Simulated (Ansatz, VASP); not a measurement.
This is a calculation of TiC for Ansatz 0.2.0.

Contents of input.yaml:

```yaml
crystal:
  lattice:
    - [3.04209, 0.0, 0.0]
    - [-1.52104, 2.63452, 0.0]
    - [0.0, 0.0, 2.69797]
  atoms:
    - { symbol: Ti, position: [0.0, 0.0, 0.5] }
    - { symbol: C, position: [0.33333, 0.66667, 0.0] }
hamiltonian:
  xc: { exchange: pbesol, correlation: pbesol, exx: { coeff: 0.25 } }
  pseudopotentials: { kind: paw }
kpoints:
  mp_grid: { grid: [5, 5, 5] }
scf:
  occupations: { method: fermi_dirac, width: 0.05 }
output:
  forces: true
  stress: true
  eigenvalues: true
```

Potentials or basis: Ansatz PAW.

Run with:

```bash
$ ansatz run input.yaml --threads 2 --pin off --max-ram 5632MiB --backend cpu --events-out ev --progress --plain --runs-dir out
```

Set up the same calculation for VASP 6.6.1. Potentials there: VASP PAW PBE potentials, release 64 (Ti_sv, C).

As run (the cutoff follows the program's own potentials):

Contents of POSCAR:

```
TiC
1.0
    3.0420900000      0.0000000000      0.0000000000
   -1.5210400000      2.6345200000      0.0000000000
    0.0000000000      0.0000000000      2.6979700000
Ti C
1 1
Direct
    0.0000000000      0.0000000000      0.5000000000
    0.3333300000      0.6666700000      0.0000000000
```

The input INCAR.step1:

```
PREC = Accurate
ENCUT = 520
EDIFF = 1E-5
ISMEAR = -1
SIGMA = 0.05
LREAL = False
LASPH = True
NELM = 60
ALGO = Normal
ISIF = 2
LWAVE = True
GGA = PE
NBANDS = 15
```

INCAR.step2

```
PREC = Accurate
ENCUT = 520
EDIFF = 1E-6
ISMEAR = -1
SIGMA = 0.05
LREAL = False
LASPH = True
NELM = 60
ALGO = Normal
ISIF = 2
LWAVE = False
LCHARG = True
GGA = PS
LHFCALC = True
AEXX = 0.25
PRECFOCK = Normal
LELF = True
LVHAR = True
ISTART = 1
NBANDS = 15
```

KPOINTS

```
Automatic mesh
0
Gamma
  5 5 5
```

Potentials or basis: VASP PAW PBE potentials, release 64 (Ti_sv, C).

Launch:

```console
$ cat potpaw_PBE.64/Ti_sv/POTCAR potpaw_PBE.64/C/POTCAR > POTCAR
$ cp INCAR.step1 INCAR
$ mpirun -np 1 vasp_std > vasp.out
$ cp INCAR.step2 INCAR
$ mpirun -np 1 vasp_std > vasp.out
```

Both were run:

|  | VASP | Ansatz | Ansatz less VASP |
| --- | --- | --- | --- |
| gap on the k mesh at the Fermi level (eV) | none | none | - |
| pressure (GPa) | -9.6 | -9.4 | +0.19 |
| traceless stress, the component that is largest in VASP (GPa) | -6.63 | -6.67 | -0.041 |

VASP's potentials were made for PBE, not for PBEsol-based global hybrid. A gap of «none» marks a metal or a gap that the smearing closes. The functional is the same, so the differences come from potentials, cutoffs and numerics.

The k mesh is coarse, so the values compare programs but aren't converged.
